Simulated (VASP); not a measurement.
## Tl: relaxation of volume and atoms at fixed shape with PBEsol

The system is Tl.

```xyz
2
Lattice="3.4560 0.0000 0.0000 -1.7280 2.9930 0.0000 0.0000 0.0000 5.5250" Properties=species:S:1:pos:R:3 pbc="T T T"
Tl    0.0000    1.9953    1.3813
Tl    1.7280    0.9977    4.1438
```

```yaml
Program: VASP 6.6.1
Task: relaxation of volume and atoms at fixed shape
Functional: PBEsol
Potentials_or_basis: VASP PAW PBE potentials, release 64 (Tl_d)
Cutoff: 600 eV
k_mesh: 8 × 8 × 5
Occupations: fermi-dirac, width 0.02 eV
Spin: no spin polarisation
Dipole_correction: no
Further_INCAR_settings: ALGO = Normal; EDIFF = 1e-06; IBRION = 2; EDIFFG = -0.01; NSW = 80; ISIF = 8
```

```yaml
Relaxed_volume: 28.77 Å³/atom
Relaxed_cell: a = 3.464 Å, b = 3.464 Å, c = 5.538 Å, α = 90.00°, β = 90.00°, γ = 120.00°
Space_group_after_relaxing_to_0.05_Å: P6_3/mmc (No. 194)
Energy_gained_by_relaxing: 0.2 meV/atom
Ionic_steps: 2
Pressure_after_relaxing: 0.0 GPa
Band_gap_on_the_k_mesh: zero (band 13 reaches 8.39 eV, above the bottom of band 14 at 4.54 eV)
```

Stress tensor (GPa, compression positive):
```
-0.41  0.00  0.00
 0.00 -0.41  0.00
 0.00  0.00  0.87
```

The path:
```tsv
step	energy change (eV)	largest force (eV/Å)	pressure (GPa)	volume (Å³)
1	0.0000	0.0000	0.27	57.15
2	-0.0004	0.0000	0.02	57.55
```

Final structure:
```xyz
2
Lattice="3.4640 0.0000 0.0000 -1.7320 2.9999 0.0000 0.0000 0.0000 5.5377" Properties=species:S:1:pos:R:3 pbc="T T T"
Tl    0.0000    1.9999    1.3844
Tl    1.7320    1.0000    4.1533
```

Levels at points of the mesh, in eV from the Fermi level:
| k point | band 11 | band 12 | band 13 | band 14 | band 15 | band 16 |
| --- | --- | --- | --- | --- | --- | --- |
| (0.00, 0.00, 0.00) | -10.05 | -5.15 | -2.86 | 7.90 | 7.90 | 9.96 |
| (0.50, 0.00, 0.00) | -5.81 | -4.73 | -0.76 | 0.45 | 1.31 | 3.75 |

Run time: 61 s on 1 thread of AMD EPYC 7R13, on a shared host, peak memory 0.17 GiB.

Caveat: the PAW data sets were made with another functional, which shifts forces and pressure a little; spin-orbit coupling is left out, which moves the levels of the heavy elements. Zero-point motion and thermal expansion aren't in these numbers.
